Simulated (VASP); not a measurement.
# Cu3B in VASP: further runs

Runs on Cu3B. Level: PBE. Tasks: single point.

All numbers are computed with VASP 6.6.1; they aren't measurements. Logs are shortened: lines on timing, memory, paths and dates and some standing lists are left out, and cuts for length are marked.

## Step 1: The cell of the first run

The structure is cubic, space group Pm-3m (No. 221). The conventional cell has a = 3.463 Å, b = 3.463 Å, c = 3.463 Å, α = 90.00°, β = 90.00°, γ = 90.00°. Within 3.2 Å of Cu (site symmetry 4/mmm) lie 8 Cu at 2.45 Å and 4 B at 2.45 Å. Within 3.2 Å of B (site symmetry m-3m) lie 12 Cu at 2.45 Å.

The cell was built from a structure type or drawn by symmetry, and may not be a known phase.

## Step 2: Single point, PBE

Input file INCAR:

```
SYSTEM = Cu3B
ALGO     = Normal         ! electronic algorithm
EDIFF    = 1E-6           ! SCF threshold, eV
ENCUT    = 600            ! plane-wave cutoff, eV
GGA      = PE             ! functional
GGA_COMPAT= .False.      
ISIF     = 2              ! what is computed and relaxed
ISMEAR   = 0              ! smearing method
LASPH    = .True.         ! aspherical terms in the spheres
LCHARG   = .False.        ! write CHGCAR
LREAL    = .False.        ! projectors in reciprocal space
LWAVE    = .False.        ! write WAVECAR
NBANDS   = 26             ! bands
NELM     = 120            ! most SCF steps
PREC     = Accurate       ! precision mode
SIGMA    = 0.2            ! smearing width, eV
```

Input file KPOINTS:

```
k-points
0
Gamma
  6 6 6
  0 0 0
```

Input file POSCAR:

```
Cu3B
1.0
    3.4629266290      0.0000000000      0.0000000000
    0.0000000000      3.4629266290      0.0000000000
    0.0000000000      0.0000000000      3.4629266290
Cu B
3 1
Direct
    0.0000000000      0.5000000000      0.5000000000
    0.5000000000      0.0000000000      0.5000000000
    0.5000000000      0.5000000000      0.0000000000
    0.0000000000      0.0000000000      0.0000000000
```

Potentials or basis: VASP PAW PBE potentials, release 64 (Cu, B).

The run is started by

```bash
$ cat potpaw_PBE.64/Cu/POTCAR potpaw_PBE.64/B/POTCAR > POTCAR
$ mpirun -np 1 vasp_std > vasp.out
```

OUTCAR:

```text
SYSTEM = Cu3B
   EDIFF = 1E-6
   ENCUT = 600
   GGA = PE
   ISIF = 2
   ISMEAR = 0
   LASPH = .True.
   LREAL = .False.
   NELM = 120
   PREC = Accurate

 ion  position               nearest neighbor table
   1  0.000  0.500  0.500-   2 2.45   3 2.45   4 2.45   3 2.45   4 2.45   2 2.45   4 2.45   4 2.45
                             2 2.45   3 2.45   3 2.45   2 2.45
   2  0.500  0.000  0.500-   1 2.45   3 2.45   4 2.45   3 2.45   4 2.45   1 2.45   3 2.45   3 2.45
                             1 2.45   4 2.45   4 2.45   1 2.45
   3  0.500  0.500  0.000-   1 2.45   2 2.45   4 2.45   1 2.45   2 2.45   2 2.45   4 2.45   2 2.45
                             1 2.45   4 2.45   1 2.45   4 2.45
   4  0.000  0.000  0.000-   1 2.45   2 2.45   3 2.45   1 2.45   2 2.45   1 2.45   3 2.45   1 2.45
                             2 2.45   3 2.45   2 2.45   3 2.45

  LATTYP: Found a simple cubic cell.
 ALAT       =     3.4629266290

  Lattice vectors:

 A1 = (   3.4629266290,   0.0000000000,   0.0000000000)
 A2 = (   0.0000000000,   3.4629266290,   0.0000000000)
 A3 = (   0.0000000000,   0.0000000000,   3.4629266290)

Analysis of symmetry for initial positions (statically):
=====================================================================
 Subroutine PRICEL returns:
 Original cell was already a primitive cell.

 Routine SETGRP: Setting up the symmetry group for a
 simple cubic supercell.

 Subroutine GETGRP returns: Found 48 space group operations
 (whereof 48 operations were pure point group operations)
 out of a pool of 48 trial point group operations.

The static configuration has the point symmetry O_h .

Analysis of symmetry for dynamics (positions and initial velocities):
=====================================================================
 Subroutine PRICEL returns:
 Original cell was already a primitive cell.

 Routine SETGRP: Setting up the symmetry group for a
 simple cubic supercell.

 Subroutine GETGRP returns: Found 48 space group operations
 (whereof 48 operations were pure point group operations)
 out of a pool of 48 trial point group operations.

The dynamic configuration has the point symmetry O_h .

 Subroutine INISYM returns: Found 48 space group operations
 (whereof 48 operations are pure point group operations),
 and found     1 'primitive' translations

----------------------------------------------------------------------------------------

                                     Primitive cell

  volume of cell :      41.5269

  direct lattice vectors                    reciprocal lattice vectors
     3.462926629  0.000000000  0.000000000     0.288773083  0.000000000  0.000000000
     0.000000000  3.462926629  0.000000000     0.000000000  0.288773083  0.000000000
     0.000000000  0.000000000  3.462926629     0.000000000  0.000000000  0.288773083

  length of vectors
     3.462926629  3.462926629  3.462926629     0.288773083  0.288773083  0.288773083

  position of ions in fractional coordinates (direct lattice)
     0.000000000  0.500000000  0.500000000
     0.500000000  0.000000000  0.500000000
     0.500000000  0.500000000  0.000000000
     0.000000000  0.000000000  0.000000000

  ion indices of the primitive-cell ions
   primitive index   ion index
                 1           1
                 2           2
                 3           3
                 4           4

----------------------------------------------------------------------------------------

 KPOINTS: k-points

Automatic generation of k-mesh.
 Grid dimensions read from file:
 generate k-points for:    6    6    6

 Generating k-lattice:

  Cartesian coordinates                     Fractional coordinates (reciprocal lattice)
     0.048128847  0.000000000  0.000000000     0.166666667  0.000000000  0.000000000
     0.000000000  0.048128847  0.000000000     0.000000000  0.166666667  0.000000000
     0.000000000  0.000000000  0.048128847     0.000000000  0.000000000  0.166666667

  Length of vectors
     0.048128847  0.048128847  0.048128847

  Shift w.r.t. Gamma in fractional coordinates (k-lattice)
     0.000000000  0.000000000  0.000000000

 Subroutine IBZKPT returns following result:
 ===========================================

 Found     20 irreducible k-points:

 Following reciprocal coordinates:
            Coordinates               Weight
  0.000000  0.000000  0.000000      1.000000
  0.166667  0.000000  0.000000      6.000000
  0.333333  0.000000  0.000000      6.000000
  0.500000  0.000000  0.000000      3.000000
  0.166667  0.166667  0.000000     12.000000
  0.333333  0.166667  0.000000     24.000000
[... 12 lines left out ...]
  0.500000  0.500000  0.333333      6.000000
  0.500000  0.500000  0.500000      1.000000
   k-points           NKPTS =     20   k-points in BZ     NKDIM =     20   number of bands    NBANDS=     26
   number of dos      NEDOS =    301   number of ions     NIONS =      4
   total plane-waves  NPLWV =  21952
   dimension x,y,z NGX =    28 NGY =   28 NGZ =   28
   dimension x,y,z NGXF=    56 NGYF=   56 NGZF=   56
   ions per type =               3   1
   NGX,Y,Z   is equivalent  to a cutoff of  13.44, 13.44, 13.44 a.u.
   NGXF,Y,Z  is equivalent  to a cutoff of  26.88, 26.88, 26.88 a.u.
 SYSTEM =  Cu3B
   PREC   = accura    normal or accurate (medium, high low for compatibility)
   ISTART =      0    job   : 0-new  1-cont  2-samecut
   ICHARG =      2    charge: 1-file 2-atom 10-const
   ISPIN  =      1    spin polarized calculation?
   LNONCOLLINEAR =      F non collinear calculations
   LSORBIT =      F    spin-orbit coupling
   LASPH  =      T    aspherical Exc in radial PAW
   ENCUT  =  600.0 eV  44.10 Ry    6.64 a.u.   6.92  6.92  6.92*2*pi/ulx,y,z
   NELM   =    120;   NELMIN=  2; NELMDL= -5     # of ELM steps
   EDIFF  = 0.1E-05   stopping-criterion for ELM
   LREAL  =      F    real-space projection
   EDIFFG = 0.1E-04   stopping-criterion for IOM
   NSW    =      0    number of steps for IOM
   IBRION =     -1    ionic relax: 0-MD 1-quasi-New 2-CG
   NFREE  =      0    steps in history (QN), initial steepest desc. (CG)
   ISIF   =      2    stress and relaxation
   ISYM   =      2    0-nonsym 1-usesym 2-fastsym
   POTIM  = 0.5000    time-step for ionic-motion
   TEBEG  =    0.0;   TEEND  =   0.0 temperature during run
   PSTRESS=    0.0 pullay stress
   NELECT =      36.0000    total number of electrons
   NUPDOWN=      -1.0000    fix difference up-down
   EMIN   =  10.00;   EMAX   =-10.00  energy-range for DOS
   EFERMI =   0.00;   METHOD = LEGACY
   ISMEAR =     0;   SIGMA  =   0.20  broadening in eV -4-tet -1-fermi 0-gaus
   EFERMI_NEDOS =   21; number of points for ismear=-14 and -15
   IALGO  =     38    algorithm
   IMIX   =      4    mixing-type and parameters
     AMIX     =   0.40;   BMIX     =  1.00
     AMIX_MAG =   1.60;   BMIX_MAG =  1.00
  volume/ion in A,a.u.               =      10.38        70.06
  Fermi-wavevector in a.u.,A,eV,Ry     =   1.560986  2.949836 33.153012  2.436678
  Thomas-Fermi vector in A             =   2.664118
   LORBIT       =      0    0 simple, 1 ext, 2 COOP (PROOUT), +10 PAW based schemes
   GGA     = PE    functional components
   LHFCALC =     F    Hartree Fock is set to
   AEXX    =    0.0000 exact exchange contribution
   IVDW    =     0    specifies the selected vdW correction
   LEPSILON=     F    determine dielectric tensor
   LRPA    =     F    only Hartree local field effects (RPA)
 non-spin polarized calculation
 Gauss-broadening in eV      SIGMA  =   0.20
  energy-cutoff  :      600.00
  volume of cell :       41.53
 maximum number of plane-waves:      1409
 NGX is ok and might be reduce to    28
   NGX = 13   NGY = 13   NGZ = 13

 number of electron      36.0000062 magnetization

 Free energy of the ion-electron system (eV)
  ---------------------------------------------------
  ext. energy  EPLUGINS =         0.00000000
  ---------------------------------------------------
  free energy    TOTEN  =       -16.14564311 eV

  energy without entropy =      -16.10688522  energy(sigma->0) =      -16.12626417

 E-fermi :   8.1996     XC(G=0): -12.8221

 val. band max:        8.1950282049   @ k =   0.3333   0.1667   0.0000
 cond. band min:       8.2183969979   @ k =   0.5000   0.3333   0.1667
 fundamental gap:      0.0233687930
 Fermi energy:         8.1995730950

 k-point     1 :       0.0000    0.0000    0.0000
  band No.  band energies     occupation
      1      -3.2789      2.00000
      2       2.0005      2.00000
      3       3.3825      2.00000
      4       3.3825      2.00000
      5       3.3950      2.00000
      6       3.3950      2.00000
[... 18 lines left out ...]
     25      16.6172      0.00000
     26      22.7159      0.00000

 k-point     2 :       0.1667    0.0000    0.0000
  band No.  band energies     occupation
      1      -2.9490      2.00000
      2       2.0826      2.00000
      3       3.1364      2.00000
      4       3.4369      2.00000
      5       3.4369      2.00000
      6       3.4540      2.00000
[... 18 lines left out ...]
     25      17.3426      0.00000
     26      21.4482      0.00000

 k-point     3 :       0.3333    0.0000    0.0000
  band No.  band energies     occupation
      1      -2.0035      2.00000
      2       1.4662      2.00000
      3       2.8442      2.00000
      4       3.5156      2.00000
      5       3.5156      2.00000
      6       3.5882      2.00000
[... 18 lines left out ...]
     25      19.3218      0.00000
     26      20.4301      0.00000

 k-point     4 :       0.5000    0.0000    0.0000
  band No.  band energies     occupation
      1      -0.9516      2.00000
      2       0.2053      2.00000
      3       3.0044      2.00000
      4       3.5454      2.00000
      5       3.5454      2.00000
      6       3.6668      2.00000
[... 18 lines left out ...]
     25      18.4386      0.00000
     26      22.1525      0.00000

 k-point     5 :       0.1667    0.1667    0.0000
  band No.  band energies     occupation
      1      -2.6259      2.00000
      2       2.1851      2.00000
      3       3.1373      2.00000
      4       3.3691      2.00000
      5       3.3848      2.00000
      6       3.5603      2.00000
[... 18 lines left out ...]
     25      18.3637      0.00000
     26      19.8431      0.00000

 k-point     6 :       0.3333    0.1667    0.0000
  band No.  band energies     occupation
      1      -1.7049      2.00000
      2       1.6821      2.00000
      3       2.9076      2.00000
      4       3.3630      2.00000
      5       3.4351      2.00000
      6       3.7891      2.00000
[... 311 lines left out ...]
 k-point    17 :       0.3333    0.3333    0.3333
  band No.  band energies     occupation
      1      -0.0500      2.00000
      2       2.0235      2.00000
      3       3.1075      2.00000
      4       3.1075      2.00000
      5       3.7523      2.00000
      6       4.0110      2.00000
[... 18 lines left out ...]
     25      19.2549      0.00000
     26      19.2549      0.00000

 k-point    18 :       0.5000    0.3333    0.3333
  band No.  band energies     occupation
      1       0.3419      2.00000
      2       2.1803      2.00000
      3       2.5851      2.00000
      4       3.3398      2.00000
      5       3.8925      2.00000
      6       4.0846      2.00000
[... 18 lines left out ...]
     25      19.4431      0.00000
     26      20.1007      0.00000

 k-point    19 :       0.5000    0.5000    0.3333
  band No.  band energies     occupation
      1       0.4769      2.00000
      2       2.6752      2.00000
      3       2.6752      2.00000
      4       2.9772      2.00000
      5       4.1713      2.00000
      6       4.1809      2.00000
[... 18 lines left out ...]
     25      20.3741      0.00000
     26      20.3741      0.00000

 k-point    20 :       0.5000    0.5000    0.5000
  band No.  band energies     occupation
      1       0.4706      2.00000
      2       2.8875      2.00000
      3       2.8875      2.00000
      4       2.8875      2.00000
      5       4.4808      2.00000
      6       4.4808      2.00000
[... 18 lines left out ...]
     25      20.5693      0.00000
     26      20.5693      0.00000

------------------------ aborting loop because EDIFF is reached ----------------------------------------

  FORCE on cell =-STRESS in cart. coord.  units (eV):
  Direction    XX          YY          ZZ          XY          YZ          ZX
  --------------------------------------------------------------------------------------
  -------------------------------------------------------------------------------------
  Total        0.2259186      0.2259186      0.2259186     -0.0000000      0.0000000     -0.0000000
  in kB        8.7163090      8.7163090      8.7163090     -0.0000000      0.0000000     -0.0000000
  external PRESSURE =       8.7163090 kB  Pullay stress =       0.0000000 kB

 VOLUME and BASIS-vectors are now :
 -----------------------------------------------------------------------------
  energy-cutoff  :      600.00
  volume of cell :       41.53
      direct lattice vectors                 reciprocal lattice vectors
     3.462926629  0.000000000  0.000000000     0.288773083  0.000000000  0.000000000
     0.000000000  3.462926629  0.000000000     0.000000000  0.288773083  0.000000000
     0.000000000  0.000000000  3.462926629     0.000000000  0.000000000  0.288773083

 POSITION                                       TOTAL-FORCE (eV/Angst)
 -----------------------------------------------------------------------------------
      0.00000      1.73146      1.73146         0.000000      0.000000      0.000000
      1.73146      0.00000      1.73146         0.000000      0.000000      0.000000
      1.73146      1.73146      0.00000         0.000000      0.000000      0.000000
      0.00000      0.00000      0.00000         0.000000      0.000000      0.000000
 -----------------------------------------------------------------------------------
    total drift:                                0.000000      0.000000      0.000000

  FREE ENERGIE OF THE ION-ELECTRON SYSTEM (eV)
  ---------------------------------------------------
  free  energy   TOTEN  =       -16.1456431143 eV

  energy  without entropy=      -16.1068852216  energy(sigma->0) =      -16.12626417
```

It took 44 s on 1 thread of Intel Xeon 8259CL, shared host; peak memory 0.17 GiB.

What came out:

```yaml
Free_energy: -16.1456 eV
Pressure: 0.9 GPa
Band_gap_on_the_k_mesh: zero (bands 18 and 19 overlap by 3.79 eV)
```

Levels at points of the mesh, in eV from the Fermi level:
```tsv
k point	band 14	band 15	band 16	band 17	band 18	band 19	band 20	band 21	band 22	band 23
(0.00, 0.00, 0.00)	-1.83	-1.83	-1.83	-1.14	-1.14	-1.14	3.01	6.70	6.70	8.42
(0.50, 0.00, 0.00)	-2.93	-2.73	-2.35	-1.83	2.13	2.13	4.25	5.45	5.64	5.64
(0.50, 0.50, 0.00)	-2.69	-2.68	-2.34	-2.25	-1.02	-1.02	3.48	6.59	8.41	8.41
(0.50, 0.50, 0.50)	-2.73	-2.73	-2.01	-2.01	-2.01	-1.46	-0.32	3.34	3.34	3.34
```

## Step 3: Single point, PBE

Input file INCAR:

```
SYSTEM = Cu3B
PREC = Accurate
ENCUT = 600
EDIFF = 1E-6
ISMEAR = 0
SIGMA = 0.1
LREAL = .FALSE.
LASPH = .TRUE.
NELM = 120
ALGO = Normal
ISIF = 2
LWAVE = .FALSE.
LCHARG = .FALSE.
GGA = PE
NBANDS = 26
GGA_COMPAT = .FALSE.
```

Input file KPOINTS:

```
regular mesh
0
G
  6 6 6
  0 0 0
```

POSCAR is that of step 2.

Potentials or basis: VASP PAW PBE potentials, release 64 (Cu, B).

The run is started by

```bash
$ cat potpaw_PBE.64/Cu/POTCAR potpaw_PBE.64/B/POTCAR > POTCAR
$ mpirun -np 1 vasp_std > vasp.out
```

It took 32 s on 1 thread of Intel Xeon 8259CL, shared host; peak memory 0.17 GiB.

Results (log left out):

- Free energy: -16.1287 eV
- Pressure: 0.8 GPa
- Band gap on the k mesh: zero (bands 18 and 19 overlap by 3.79 eV)

Levels at points of the mesh, in eV from the Fermi level:
```csv
k point,band 15,band 16,band 17,band 18,band 19,band 20,band 21,band 22
"(0.00, 0.00, 0.00)",-1.85,-1.85,-1.15,-1.15,-1.15,2.99,6.69,6.69
"(0.50, 0.00, 0.00)",-2.74,-2.37,-1.85,2.11,2.11,4.24,5.43,5.63
"(0.50, 0.50, 0.00)",-2.69,-2.35,-2.27,-1.04,-1.04,3.47,6.58,8.40
"(0.50, 0.50, 0.50)",-2.75,-2.03,-2.03,-2.03,-1.48,-0.34,3.32,3.32
```

(Part 1 of 2 ends here.)
